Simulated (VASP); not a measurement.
Set up this calculation in VASP 6.6.1, as the native input.

| Quantity | Value |
| --- | --- |
| Task | relaxation of cell and atoms |
| Functional | PBE |
| Potentials or basis | VASP PAW PBE potentials, release 64 (C) |
| Cutoff | 600 eV |
| k mesh | 27 × 27 × 27 |
| Occupations | fermi-dirac, width 0.05 eV |
| Spin | no spin polarisation |
| Target pressure | 380 GPa |
| Dipole correction | no |
| Further INCAR settings | ALGO = Normal; EDIFF = 1e-07; IBRION = 2; EDIFFG = -0.005; NSW = 32; ISIF = 3 |

The structure of C lies in POSCAR:

```
C
1.0
   -1.0989481554      1.0989481554      1.5540632378
    1.0989481554     -1.0989481554      1.5540632378
    1.0989481554      1.0989481554     -1.5540632378
C
2
Direct
   -0.3750000000     -0.1250000000     -0.2500000000
    0.3750000000      0.1250000000      0.2500000000
```

The input as run:

INCAR

```
  PREC = Accurate
  ENCUT = 600
  EDIFF = 1E-7
  ISMEAR = -1
  SIGMA = 0.05
  LREAL = F
  LASPH = T
  NELM = 100
  ALGO = Normal
  ISIF = 3
  LWAVE = F
  LCHARG = F
  GGA = PE
  IBRION = 2
  NSW = 32
  EDIFFG = -0.005
  PSTRESS = 3800.0
```

KPOINTS

```
regular mesh
0
Gamma
  27 27 27
```

Potentials or basis: VASP PAW PBE potentials, release 64 (C).

The run is started by

```bash
$ cat potpaw_PBE.64/C/POTCAR > POTCAR
$ mpirun -np 1 vasp_std > vasp.out
```

Results of the run:

```yaml
Relaxed_volume: 3.76 Å³/atom
Relaxed_cell: a = 2.198 Å, b = 2.198 Å, c = 2.198 Å, α = 120.00°, β = 120.00°, γ = 90.00°
Space_group_after_relaxing_to_0.1_Å: Fd-3m (No. 227)
Energy_change_on_relaxing_the_run_minimises_the_enthalpy: -6.5 meV/atom
Ionic_steps: 3
Pressure_after_relaxing: 380.0 GPa
Band_gap_on_the_k_mesh: 5.17 eV (least direct gap 6.74 eV)
```

Caveat: the cell is relaxed towards a set pressure, so the run minimises the enthalpy, not the energy; an odd mesh through Γ misses points on the zone boundary, where band edges can lie.

It took 3.4 min on 1 thread of Intel Xeon 8259CL, with other jobs on the host, peak memory 0.2 GiB.
